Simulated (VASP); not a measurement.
# Ti (P3_121) in VASP: a series of runs

Ti is run at these levels: r2SCAN; tasks: single point, relaxation of cell and atoms.

Everything below comes from runs of VASP 6.6.1. Logs are shortened: lines on timing, memory, paths and dates and some standing lists are left out, and cuts for length are marked.

## (1) The cell of the first run

It takes space group P3_121 (No. 152, trigonal). Conventional cell: a = 3.756 Å, b = 3.756 Å, c = 4.262 Å, α = 90.00°, β = 90.00°, γ = 120.00°. Ti (site symmetry 2) has 2 Ti at 2.04 Å within 2.7 Å.

## (2) Single point, r2SCAN

Input file POSCAR:

```
Ti
1.0
    3.7564926717      0.0000000000      0.0000000000
   -1.8782463359      3.2532180829      0.0000000000
    0.0000000000      0.0000000000      4.2618666842
Ti
3
Direct
    0.2254000000      0.0000000000      0.3333333333
    0.0000000000      0.2254000000      0.6666666667
    0.7746000000      0.7746000000      0.0000000000
```

Input file INCAR.step1:

```
ALGO = Normal
EDIFF = 1E-4
ENCUT = 520
GGA = PE
ISMEAR = 0
LASPH = True
LCHARG = False
LREAL = False
LWAVE = True
NBANDS = 25
NELM = 100
PREC = Accurate
SIGMA = 0.1
```

Input file INCAR.step2:

```
ALGO = Normal
EDIFF = 1E-6
ENCUT = 520
ISIF = 2
ISMEAR = 0
ISTART = 1
LASPH = True
LCHARG = False
LMIXTAU = True
LREAL = False
LWAVE = False
METAGGA = R2SCAN
NBANDS = 25
NELM = 100
PREC = Accurate
SIGMA = 0.1
```

Input file KPOINTS:

```
k-points
0
Gamma
  6 6 4
```

Potentials or basis: VASP PAW PBE potentials, release 64 (Ti_sv).

Run with:

```bash
$ cat potpaw_PBE.64/Ti_sv/POTCAR > POTCAR
$ cp INCAR.step1 INCAR
$ mpirun -np 1 vasp_std > vasp.out
$ cp INCAR.step2 INCAR
$ mpirun -np 1 vasp_std > vasp.out
```

OUTCAR:

```text
EDIFF = 1E-6
   ENCUT = 520
   ISIF = 2
   ISMEAR = 0
   ISTART = 1
   LASPH = True
   LREAL = False
   METAGGA = R2SCAN
   NELM = 100
   PREC = Accurate

 ion  position               nearest neighbor table
   1  0.225  0.000  0.333-   3 2.04   2 2.04
   2  0.000  0.225  0.667-   3 2.04   1 2.04
   3  0.775  0.775  0.000-   1 2.04   2 2.04

  LATTYP: Found a hexagonal cell.
 ALAT       =     3.7564926717
 C/A-ratio  =     1.1345334749

  Lattice vectors:

 A1 = (   3.7564926717,   0.0000000000,   0.0000000000)
 A2 = (  -1.8782463359,   3.2532180829,   0.0000000000)
 A3 = (   0.0000000000,   0.0000000000,   4.2618666842)

Analysis of symmetry for initial positions (statically):
=====================================================================
 Subroutine PRICEL returns:
 Original cell was already a primitive cell.

 Routine SETGRP: Setting up the symmetry group for a
 hexagonal supercell.

 Subroutine GETGRP returns: Found  6 space group operations
 (whereof  2 operations were pure point group operations)
 out of a pool of 24 trial point group operations.

The static configuration has the point symmetry C_2 .
 The point group associated with its full space group is D_3 .

Analysis of symmetry for dynamics (positions and initial velocities):
=====================================================================
 Subroutine PRICEL returns:
 Original cell was already a primitive cell.

 Routine SETGRP: Setting up the symmetry group for a
 hexagonal supercell.

 Subroutine GETGRP returns: Found  6 space group operations
 (whereof  2 operations were pure point group operations)
 out of a pool of 24 trial point group operations.

The dynamic configuration has the point symmetry C_2 .
 The point group associated with its full space group is D_3 .

 Subroutine INISYM returns: Found  6 space group operations
 (whereof  2 operations are pure point group operations),
 and found     1 'primitive' translations

----------------------------------------------------------------------------------------

                                     Primitive cell

  volume of cell :      52.0830

  direct lattice vectors                    reciprocal lattice vectors
     3.756492672  0.000000000  0.000000000     0.266205764  0.153693969  0.000000000
    -1.878246336  3.253218083  0.000000000     0.000000000  0.307387939  0.000000000
     0.000000000  0.000000000  4.261866684     0.000000000  0.000000000  0.234638968

  length of vectors
     3.756492672  3.756492672  4.261866684     0.307387939  0.307387939  0.234638968

  position of ions in fractional coordinates (direct lattice)
     0.225400000  0.000000000  0.333333333
     0.000000000  0.225400000  0.666666667
     0.774600000  0.774600000  0.000000000

  ion indices of the primitive-cell ions
   primitive index   ion index
                 1           1
                 2           2
                 3           3

----------------------------------------------------------------------------------------

 KPOINTS: k-points

Automatic generation of k-mesh.
 Grid dimensions read from file:
 generate k-points for:    6    6    4

 Generating k-lattice:

  Cartesian coordinates                     Fractional coordinates (reciprocal lattice)
     0.044367627  0.025615662  0.000000000     0.166666667  0.000000000  0.000000000
     0.000000000  0.051231323  0.000000000     0.000000000  0.166666667  0.000000000
     0.000000000  0.000000000  0.058659742     0.000000000  0.000000000  0.250000000

  Length of vectors
     0.051231323  0.051231323  0.058659742

  Shift w.r.t. Gamma in fractional coordinates (k-lattice)
     0.000000000  0.000000000  0.000000000

 Subroutine IBZKPT returns following result:
 ===========================================

 Found     24 irreducible k-points:

 Following reciprocal coordinates:
            Coordinates               Weight
  0.000000  0.000000  0.000000      1.000000
  0.166667  0.000000  0.000000      6.000000
  0.333333  0.000000  0.000000      6.000000
  0.500000  0.000000  0.000000      3.000000
  0.166667  0.166667  0.000000      6.000000
  0.333333  0.166667  0.000000     12.000000
[... 16 lines left out ...]
  0.333333  0.166667  0.500000     12.000000
  0.333333  0.333333  0.500000      2.000000
   k-points           NKPTS =     24   k-points in BZ     NKDIM =     24   number of bands    NBANDS=     25
   number of dos      NEDOS =    301   number of ions     NIONS =      3
   total plane-waves  NPLWV =  25088
   dimension x,y,z NGX =    28 NGY =   28 NGZ =   32
   dimension x,y,z NGXF=    56 NGYF=   56 NGZF=   64
   ions per type =               3
   NGX,Y,Z   is equivalent  to a cutoff of  12.39, 12.39, 12.48 a.u.
   NGXF,Y,Z  is equivalent  to a cutoff of  24.78, 24.78, 24.96 a.u.
 SYSTEM =  unknown system
   PREC   = accura    normal or accurate (medium, high low for compatibility)
   ISTART =      1    job   : 0-new  1-cont  2-samecut
   ICHARG =      0    charge: 1-file 2-atom 10-const
   ISPIN  =      1    spin polarized calculation?
   LNONCOLLINEAR =      F non collinear calculations
   LSORBIT =      F    spin-orbit coupling
   LASPH  =      T    aspherical Exc in radial PAW
   ENCUT  =  520.0 eV  38.22 Ry    6.18 a.u.   6.98  6.98  7.92*2*pi/ulx,y,z
   NELM   =    100;   NELMIN=  2; NELMDL=  0     # of ELM steps
   EDIFF  = 0.1E-05   stopping-criterion for ELM
   LREAL  =      F    real-space projection
   EDIFFG = 0.1E-04   stopping-criterion for IOM
   NSW    =      0    number of steps for IOM
   IBRION =     -1    ionic relax: 0-MD 1-quasi-New 2-CG
   NFREE  =      0    steps in history (QN), initial steepest desc. (CG)
   ISIF   =      2    stress and relaxation
   ISYM   =      2    0-nonsym 1-usesym 2-fastsym
   POTIM  = 0.5000    time-step for ionic-motion
   TEBEG  =    0.0;   TEEND  =   0.0 temperature during run
   PSTRESS=    0.0 pullay stress
   NELECT =      36.0000    total number of electrons
   NUPDOWN=      -1.0000    fix difference up-down
   EMIN   =  10.00;   EMAX   =-10.00  energy-range for DOS
   EFERMI =   0.00;   METHOD = LEGACY
   ISMEAR =     0;   SIGMA  =   0.10  broadening in eV -4-tet -1-fermi 0-gaus
   EFERMI_NEDOS =   21; number of points for ismear=-14 and -15
   IALGO  =     38    algorithm
   IMIX   =      4    mixing-type and parameters
     AMIX     =   0.40;   BMIX     =  1.00
     AMIX_MAG =   1.60;   BMIX_MAG =  1.00
  volume/ion in A,a.u.               =      17.36       117.16
  Fermi-wavevector in a.u.,A,eV,Ry     =   1.447473  2.735327 28.506628  2.095178
  Thomas-Fermi vector in A             =   2.565424
   LORBIT       =      0    0 simple, 1 ext, 2 COOP (PROOUT), +10 PAW based schemes
   METAGGA = R2SCAN    functional components
   LHFCALC =     F    Hartree Fock is set to
   AEXX    =    0.0000 exact exchange contribution
   IVDW    =     0    specifies the selected vdW correction
   LEPSILON=     F    determine dielectric tensor
   LRPA    =     F    only Hartree local field effects (RPA)
 non-spin polarized calculation
 Gauss-broadening in eV      SIGMA  =   0.10
  energy-cutoff  :      520.00
  volume of cell :       52.08
 maximum number of plane-waves:      1420
   NGX = 13   NGY = 13   NGZ = 15

 number of electron      36.0000002 magnetization

 Free energy of the ion-electron system (eV)
  ---------------------------------------------------
  ext. energy  EPLUGINS =         0.00000000
  ---------------------------------------------------
  free energy    TOTEN  =       -34.15354581 eV

  energy without entropy =      -34.14134255  energy(sigma->0) =      -34.14744418

 E-fermi :   8.1352     XC(G=0): -12.0944

 val. band max:        8.0483183777   @ k =   0.1667   0.0000   0.5000
 cond. band min:       8.1653539345   @ k =   0.5000   0.0000   0.0000
 fundamental gap:      0.1170355568
 Fermi energy:         8.1352316348

 k-point     1 :       0.0000    0.0000    0.0000
  band No.  band energies     occupation
      1     -51.1640      2.00000
      2     -50.0486      2.00000
      3     -50.0485      2.00000
      4     -27.2918      2.00000
      5     -27.2918      2.00000
      6     -26.7103      2.00000
[... 17 lines left out ...]
     24      10.8306      0.00000
     25      13.1871      0.00000

 k-point     2 :       0.1667    0.0000    0.0000
  band No.  band energies     occupation
      1     -51.1531      2.00000
      2     -50.0564      2.00000
      3     -50.0505      2.00000
      4     -27.3078      2.00000
      5     -27.3045      2.00000
      6     -26.7051      2.00000
[... 17 lines left out ...]
     24      11.2015      0.00000
     25      12.4669      0.00000

 k-point     3 :       0.3333    0.0000    0.0000
  band No.  band energies     occupation
      1     -51.1305      2.00000
      2     -50.0726      2.00000
      3     -50.0545      2.00000
      4     -27.3361      2.00000
      5     -27.3288      2.00000
      6     -26.6864      2.00000
[... 17 lines left out ...]
     24      10.9632      0.00000
     25      11.5753      0.00000

 k-point     4 :       0.5000    0.0000    0.0000
  band No.  band energies     occupation
      1     -51.1190      2.00000
      2     -50.0810      2.00000
      3     -50.0564      2.00000
      4     -27.3481      2.00000
      5     -27.3408      2.00000
      6     -26.6720      2.00000
[... 17 lines left out ...]
     24      11.1503      0.00000
     25      11.4540      0.00000

 k-point     5 :       0.1667    0.1667    0.0000
  band No.  band energies     occupation
      1     -51.1363      2.00000
      2     -50.0669      2.00000
      3     -50.0550      2.00000
      4     -27.3294      2.00000
      5     -27.3224      2.00000
      6     -26.6915      2.00000
[... 17 lines left out ...]
     24      11.2072      0.00000
     25      11.8027      0.00000

 k-point     6 :       0.3333    0.1667    0.0000
  band No.  band energies     occupation
      1     -51.1190      2.00000
      2     -50.0767      2.00000
      3     -50.0606      2.00000
      4     -27.3468      2.00000
      5     -27.3403      2.00000
      6     -26.6694      2.00000
[... 17 lines left out ...]
     24      11.1298      0.00000
     25      11.2375      0.00000
[... 393 lines left out ...]
 k-point    21 :       0.5000    0.0000    0.5000
  band No.  band energies     occupation
      1     -50.7844      2.00000
      2     -50.7647      2.00000
      3     -49.7064      2.00000
      4     -27.5816      2.00000
      5     -27.0262      2.00000
      6     -26.9969      2.00000
[... 17 lines left out ...]
     24      10.4830      0.00000
     25      11.2391      0.00000

 k-point    22 :       0.1667    0.1667    0.5000
  band No.  band energies     occupation
      1     -50.7887      2.00000
      2     -50.7792      2.00000
      3     -49.6894      2.00000
      4     -27.5567      2.00000
      5     -26.9850      2.00000
      6     -26.9745      2.00000
[... 17 lines left out ...]
     24      10.9278      0.00000
     25      11.8539      0.00000

 k-point    23 :       0.3333    0.1667    0.5000
  band No.  band energies     occupation
      1     -50.7811      2.00000
      2     -50.7681      2.00000
      3     -49.7063      2.00000
      4     -27.5802      2.00000
      5     -27.0242      2.00000
      6     -27.0061      2.00000
[... 17 lines left out ...]
     24      10.6733      0.00000
     25      11.1527      0.00000

 k-point    24 :       0.3333    0.3333    0.5000
  band No.  band energies     occupation
      1     -50.7715      2.00000
      2     -50.7714      2.00000
      3     -49.7119      2.00000
      4     -27.5872      2.00000
      5     -27.0304      2.00000
      6     -27.0304      2.00000
[... 17 lines left out ...]
     24      10.4596      0.00000
     25      11.7414      0.00000

------------------------ aborting loop because EDIFF is reached ----------------------------------------

  FORCE on cell =-STRESS in cart. coord.  units (eV):
  Direction    XX          YY          ZZ          XY          YZ          ZX
  --------------------------------------------------------------------------------------
  -------------------------------------------------------------------------------------
  Total        1.9587619      1.9587619      1.7256919     -0.0000000     -0.0000000     -0.0000000
  in kB       60.2554948     60.2554948     53.0857883     -0.0000000     -0.0000000     -0.0000000
  external PRESSURE =      57.8655926 kB  Pullay stress =       0.0000000 kB

 VOLUME and BASIS-vectors are now :
 -----------------------------------------------------------------------------
  energy-cutoff  :      520.00
  volume of cell :       52.08
      direct lattice vectors                 reciprocal lattice vectors
     3.756492672  0.000000000  0.000000000     0.266205764  0.153693969  0.000000000
    -1.878246336  3.253218083  0.000000000     0.000000000  0.307387939  0.000000000
     0.000000000  0.000000000  4.261866684     0.000000000  0.000000000  0.234638968

 POSITION                                       TOTAL-FORCE (eV/Angst)
 -----------------------------------------------------------------------------------
      0.84671      0.00000      1.42062         2.592377     -0.000000      0.000000
     -0.42336      0.73328      2.84124        -1.296189      2.245065     -0.000000
      1.45489      2.51994      0.00000        -1.296189     -2.245065     -0.000000
 -----------------------------------------------------------------------------------
    total drift:                                0.000006      0.000010      0.000000

  FREE ENERGIE OF THE ION-ELECTRON SYSTEM (eV)
  ---------------------------------------------------
  free  energy   TOTEN  =       -34.1535458137 eV

  energy  without entropy=      -34.1413425489  energy(sigma->0) =      -34.14744418
```

Run time: 2.7 min. Hardware: 1 thread of AMD EPYC 7R43 (Zen 3), shared host; peak memory 0.14 GiB.

Results:

```
Free energy            : -34.1535 eV
Pressure               : 5.8 GPa
Largest force          : 2.592 eV/Å
Band gap on the k mesh : zero (band 18 reaches 8.24 eV, above the bottom of band 19 at 8.05 eV)
```

Forces in eV/Å, atoms in the order of the input:
```
Ti   2.592  0.000  0.000
Ti  -1.296  2.245  0.000
Ti  -1.296 -2.245  0.000
```

Caveat: the k points lie up to 0.37 Å⁻¹ apart; the PAW data sets were made with another functional, which shifts forces and pressure a little.

(Continued in part 2 of 2.)
